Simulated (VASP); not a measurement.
# MgO (P1) in VASP: further runs, part 2 of 2

VASP 6.6.1.

## Step 3: Single point, PBE

The input, INCAR:

```
SYSTEM = MgO
  PREC = Accurate
  ENCUT = 520
  EDIFF = 1E-6
  ISMEAR = -1
  SIGMA = 0.05
  LREAL = Auto
  LASPH = .True.
  NELM = 60
  ALGO = Normal
  ISIF = 2
  LWAVE = .False.
  LCHARG = .True.
  GGA = PE
  LELF = .True.
  LVHAR = .True.
  NBANDS = 46
```

The input, KPOINTS:

```
regular mesh
0
Gamma
  2 2 2
  0 0 0
```

The input, POSCAR:

```
MgO
1.0
    0.0000000000      4.2407880000      4.2407880000
    4.2407880000      0.0000000000      4.2407880000
    4.2407880000      4.2407880000      0.0000000000
Mg O
8 8
Direct
   -0.0004244494     -0.0201141863      0.0258442535
    0.0221656918     -0.0358895564      0.5100467177
    0.0178032950      0.4826225692     -0.0444492863
    0.0099863516      0.4845915429      0.4741925321
    0.5016992125     -0.0108234602      0.0003065468
    0.4918779246      0.0261154295      0.4756309441
    0.5147864029      0.4935875125     -0.0141247334
    0.4939412204      0.5182291593      0.4753833486
    0.2753615602      0.2298983114      0.2308886933
    0.2689122871      0.2303345510      0.7422912911
    0.2616259054      0.7419847443      0.2555421304
    0.2491164378      0.7145016445      0.7620871404
    0.7608020019      0.2499299658      0.2377388353
    0.7730874545      0.2406392397      0.7405227519
    0.7755987802      0.7287678611      0.2321384611
    0.7246294792      0.7588212379      0.7214696891
```

Potentials or basis: VASP PAW PBE potentials, release 64 (Mg, O).

Command:

```
cat potpaw_PBE.64/Mg/POTCAR potpaw_PBE.64/O/POTCAR > POTCAR
mpirun -np 1 vasp_std > vasp.out
```

OUTCAR:

```text
SYSTEM = MgO
   PREC = Accurate
   ENCUT = 520
   EDIFF = 1E-6
   ISMEAR = -1
   LREAL = Auto
   LASPH = .True.
   NELM = 60
   ISIF = 2
   GGA = PE

 ion  position               nearest neighbor table
   1  1.000  0.980  0.026-  15 2.03  13 2.05  11 2.09  14 2.18  10 2.21  12 2.25   4 2.84   3 2.88
                             6 2.88   2 2.93   5 2.97   7 3.00   7 3.01   5 3.04   2 3.08   6 3.14
   2  0.022  0.964  0.510-  11 2.02  12 2.03  14 2.15  16 2.16   9 2.20  13 2.27   8 2.76   3 2.79
                             6 2.92   1 2.93   5 2.97   4 2.99   4 3.03   5 3.03   1 3.08   6 3.11
   3  0.018  0.483  0.956-  12 1.98  10 1.98  13 2.09  15 2.22  16 2.24   9 2.26   2 2.79   8 2.87
                             1 2.88   7 2.90   4 2.90   5 2.94   5 3.08   4 3.09   7 3.11   8 3.14
   4  0.010  0.485  0.474-  15 2.02  14 2.05   9 2.11  11 2.17  16 2.22  10 2.24   6 2.82   1 2.84
                             3 2.90   7 2.98   2 2.99   8 3.00   8 3.01   7 3.02   2 3.03   3 3.09
   5  0.502  0.989  0.000-   9 2.00  11 2.07  10 2.08  15 2.15  16 2.17  14 2.22   8 2.84   6 2.94
                             3 2.94   1 2.97   2 2.97   7 2.98   7 3.02   2 3.03   1 3.04   6 3.07
   6  0.492  0.026  0.476-   9 1.96  10 2.01  16 2.04  13 2.09  15 2.30  12 2.36   4 2.82   7 2.87
                             1 2.88   2 2.92   5 2.94   8 2.96   8 3.04   5 3.07   2 3.11   7 3.13
[... 588 lines left out ...]
     44      14.4879      0.00000
 [bands above 44 left out]

------------------------ aborting loop because EDIFF is reached ----------------------------------------

  FORCE on cell =-STRESS in cart. coord.  units (eV):
  Direction    XX          YY          ZZ          XY          YZ          ZX
  --------------------------------------------------------------------------------------
  -------------------------------------------------------------------------------------
  Total        3.4392561      4.1352311      3.4250214     -0.6893216     -0.5442972      0.1441754
  in kB       36.1247972     43.4350859     35.9752802     -7.2404040     -5.7171162      1.5143698
  external PRESSURE =      38.5117211 kB  Pullay stress =       0.0000000 kB

 VOLUME and BASIS-vectors are now :
 -----------------------------------------------------------------------------
  energy-cutoff  :      520.00
  volume of cell :      152.54
      direct lattice vectors                 reciprocal lattice vectors
     0.000000000  4.240788000  4.240788000    -0.117902616  0.117902616  0.117902616
     4.240788000  0.000000000  4.240788000     0.117902616 -0.117902616  0.117902616
     4.240788000  4.240788000  0.000000000     0.117902616  0.117902616 -0.117902616

 POSITION                                       TOTAL-FORCE (eV/Angst)
 -----------------------------------------------------------------------------------
      4.26509      4.34859      8.39448        -0.914284     -1.038767      0.511410
      6.25159      2.25700      4.18259         1.465317     -1.337258      0.121285
      6.09899      4.12779      2.12220         1.469720      0.747797     -0.659009
      4.06600      2.05330      2.09740         0.388554     -0.043599     -0.644328
      4.19619      2.12890      6.32249        -0.849118     -0.152858      1.145196
      2.12780      4.10300      2.19670        -0.515798      1.580805     -0.371952
[... 8 lines left out ...]
      4.07500      4.27360      6.37970         0.466876     -0.760456     -0.259311
      6.27760      6.13260      6.29100        -0.161350      1.788242      0.744746
 -----------------------------------------------------------------------------------
    total drift:                                0.005231     -0.003159     -0.010557

  FREE ENERGIE OF THE ION-ELECTRON SYSTEM (eV)
  ---------------------------------------------------
  free  energy   TOTEN  =       -93.8962136534 eV

  energy  without entropy=      -93.8962136533  energy(sigma->0) =      -93.89621365
```

stdout:

```text
POSCAR found type information on POSCAR MgO
 POSCAR found :  2 types and      16 ions
 scaLAPACK will be used
 LDA part: xc-table for (Slater+PW92), standard interpolation
 POSCAR, INCAR and KPOINTS ok, starting setup
 FFT: planning ... GRIDC
 FFT: planning ... GRID_SOFT
 FFT: planning ... GRID
 WAVECAR not read
 entering main loop
```

Wall time 96 s (1 thread of Intel Xeon Platinum 8559C (Emerald Rapids), shared host); peak memory 0.32 GiB.

What came out:

```yaml
Free_energy: -93.8962 eV
Pressure: 3.9 GPa
Largest_force: 2.666 eV/Å
Band_gap_on_the_k_mesh: 4.23 eV, direct
```

Forces in eV/Å, atoms in the order of the input:
```
Mg  -0.914 -1.039  0.511
Mg   1.465 -1.337  0.121
Mg   1.470  0.748 -0.659
Mg   0.389 -0.044 -0.644
Mg  -0.849 -0.153  1.145
Mg  -0.516  1.581 -0.372
Mg  -0.647 -0.520 -0.134
Mg  -0.768  2.553 -0.013
O    0.760 -0.104 -0.265
O    0.206 -0.855 -0.094
O   -0.547 -1.095 -0.512
O    0.098 -0.587  1.082
O   -0.146 -0.190 -0.128
O   -0.305  0.015 -0.523
O    0.467 -0.760 -0.259
O   -0.161  1.788  0.745
```

Stress tensor (GPa, compression positive):
```
 3.61 -0.72  0.15
-0.72  4.34 -0.57
 0.15 -0.57  3.60
```

Levels at points of the mesh, in eV from the valence-band top:
```tsv
k point	band 28	band 29	band 30	band 31	band 32	band 33	band 34	band 35	band 36	band 37
(0.00, 0.00, 0.00)	-0.73	-0.63	-0.08	-0.01	0.00	4.23	7.35	7.44	7.52	7.54
(0.50, 0.00, 0.00)	-0.81	-0.77	-0.63	-0.22	-0.12	6.48	6.72	8.80	9.00	9.21
(0.00, 0.50, 0.00)	-1.03	-0.59	-0.37	-0.35	-0.18	6.50	6.68	8.88	9.02	9.13
(0.00, 0.00, 0.50)	-0.90	-0.66	-0.54	-0.22	-0.20	6.52	6.65	8.89	8.96	9.08
(0.50, 0.50, 0.50)	-0.86	-0.62	-0.55	-0.27	-0.24	6.49	6.71	8.81	8.97	9.13
(0.50, 0.50, 0.00)	-0.89	-0.74	-0.54	-0.48	-0.35	7.45	7.56	8.56	8.67	9.19
(0.00, 0.50, 0.50)	-0.89	-0.74	-0.70	-0.47	-0.36	7.43	7.55	8.53	8.73	9.23
(0.50, 0.00, 0.50)	-0.86	-0.74	-0.60	-0.56	-0.38	7.34	7.72	8.65	8.86	9.00
```

Caveat: the k points lie up to 0.64 Å⁻¹ apart; forces of over 1 eV/Å act on the atoms, so gaps and moduli don't describe the material at rest.

## Step 4: Single point, PBE

The input, INCAR:

```
PREC     = Accurate       # precision mode
ENCUT    = 520            # plane-wave cutoff, eV
EDIFF    = 1E-6           # SCF threshold, eV
ISMEAR   = -1             # smearing method
SIGMA    = 0.05           # smearing width, eV
LREAL    = Auto         
LASPH    = T              # aspherical terms in the spheres
NELM     = 80             # most SCF steps
ALGO     = Normal         # electronic algorithm
ISIF     = 2              # what is computed and relaxed
LWAVE    = F              # write WAVECAR
LCHARG   = F              # write CHGCAR
GGA      = PE             # functional
NBANDS   = 46             # bands
```

The input, KPOINTS:

```
regular mesh
0
Gamma
  2 2 2
```

The input, POSCAR:

```
MgO
1.0
    0.0000000000      4.2407880000      4.2407880000
    4.2407880000      0.0000000000      4.2407880000
    4.2407880000      4.2407880000      0.0000000000
Mg O
8 8
Direct
    0.0160583363      0.0018157003     -0.0295935567
    0.0340974366      0.0029475654      0.4393287285
    0.0054824717      0.5032201563     -0.0080527487
    0.0294049125      0.4913473628      0.5031140439
    0.5238413238     -0.0078758948     -0.0286739163
    0.5306443048     -0.0238045382      0.4789793784
    0.5168143279      0.4805003221     -0.0108470407
    0.5184649645      0.4876452207      0.4751947044
    0.2597276733      0.2605294110      0.2166932183
    0.2682991935      0.2424785205      0.7401926246
    0.2795588933      0.7605779869      0.1998095637
    0.3026560158      0.7358066473      0.7043502292
    0.7551308861      0.2419715393      0.2312895622
    0.8025513183      0.2154670311      0.7242639811
    0.7643508706      0.7494479800      0.2231778622
    0.7884737459      0.7355590518      0.7260561009
```

Command:

```
cat potpaw_PBE.64/Mg/POTCAR potpaw_PBE.64/O/POTCAR > POTCAR
mpirun -np 1 vasp_std > vasp.out
```

Run time: 1.8 min. Hardware: 1 thread of Intel Xeon Platinum 8559C (Emerald Rapids), shared host; peak memory 0.32 GiB.

Results (log left out):

```
Free energy            : -94.3875 eV
Pressure               : 3.0 GPa
Largest force          : 1.616 eV/Å
Band gap on the k mesh : 4.35 eV, direct
```

Forces in eV/Å, atoms in the order of the input:
```
Mg  -0.731  0.544 -0.159
Mg   1.047  1.091 -0.421
Mg  -0.533  0.002  0.721
Mg  -1.128 -1.072 -0.438
Mg  -0.081  0.061  0.566
Mg   0.271 -0.190 -0.017
Mg  -0.270 -0.818  0.533
Mg   0.377  0.553  0.428
O   -0.085  0.718 -0.070
O   -0.462 -0.246  0.431
O    0.171  0.538 -1.139
O    0.630 -0.126 -0.836
O   -0.021  0.310  0.378
O    0.740 -1.325  0.015
O   -0.124  0.435  0.107
O    0.200 -0.475 -0.101
```

Stress tensor (GPa, compression positive):
```
 2.61 -0.05  0.00
-0.05  3.66 -0.12
 0.00 -0.12  2.76
```

Levels at points of the mesh, in eV from the valence-band top:
| k point | band 30 | band 31 | band 32 | band 33 | band 34 | band 35 |
| --- | --- | --- | --- | --- | --- | --- |
| (0.00, 0.00, 0.00) | -0.07 | -0.02 | 0.00 | 4.35 | 7.52 | 7.57 |
| (0.50, 0.00, 0.00) | -0.38 | -0.33 | -0.31 | 6.71 | 6.71 | 9.16 |
| (0.00, 0.50, 0.00) | -0.40 | -0.33 | -0.27 | 6.66 | 6.76 | 8.98 |
| (0.00, 0.00, 0.50) | -0.49 | -0.25 | -0.18 | 6.64 | 6.81 | 9.11 |
| (0.50, 0.50, 0.50) | -0.62 | -0.20 | -0.16 | 6.58 | 6.83 | 9.00 |
| (0.50, 0.50, 0.00) | -0.61 | -0.59 | -0.36 | 7.57 | 7.71 | 8.94 |
| (0.00, 0.50, 0.50) | -0.56 | -0.52 | -0.46 | 7.59 | 7.66 | 8.86 |
| (0.50, 0.00, 0.50) | -0.56 | -0.53 | -0.48 | 7.60 | 7.66 | 8.92 |

Caveat: the k points lie up to 0.64 Å⁻¹ apart; forces of over 1 eV/Å act on the atoms, so gaps and moduli don't describe the material at rest.
